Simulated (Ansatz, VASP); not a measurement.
**Cu in VASP and in Ansatz**

```
Cu
1.0
    -0.00001    1.78159    1.78271
     1.78211    0.00008    1.78264
     1.78219    1.78161   -0.00001
Cu
1
Direct
  0.00000 0.00000 0.00000
```

Change from the starting cell: cell sheared at random, sigma 0.1, atoms nudged by 0.01 Å; relaxed back.

Alike in both runs: functional PBEsol; k mesh 16 × 16 × 16; occupations gaussian, width 0.15 eV; no spin polarisation.

Ansatz relaxed the structure, and its values are those at the end. VASP's run is a single point on that final structure, the one shown.

```csv
,VASP,Ansatz
version,VASP 6.6.1,Ansatz 0.2.0
potentials or method,"VASP PAW PBE potentials, release 64 (Cu), cutoff 520 eV","scalar-relativistic, plane waves, PAW"
valence electrons in the cell,11,19
```

|  | VASP | Ansatz | Ansatz less VASP |
| --- | --- | --- | --- |
| gap on the k mesh at the Fermi level (eV) | none | none | - |
| pressure (GPa) | 0.7 | 0.0 | -0.64 |

VASP's potentials were made for PBE, not for PBEsol. A gap of «none» marks a metal or a gap that the smearing closes. VASP's potentials hold 11 valence electrons a cell and Ansatz's 19, so a difference there can come from the potentials and not from the codes.
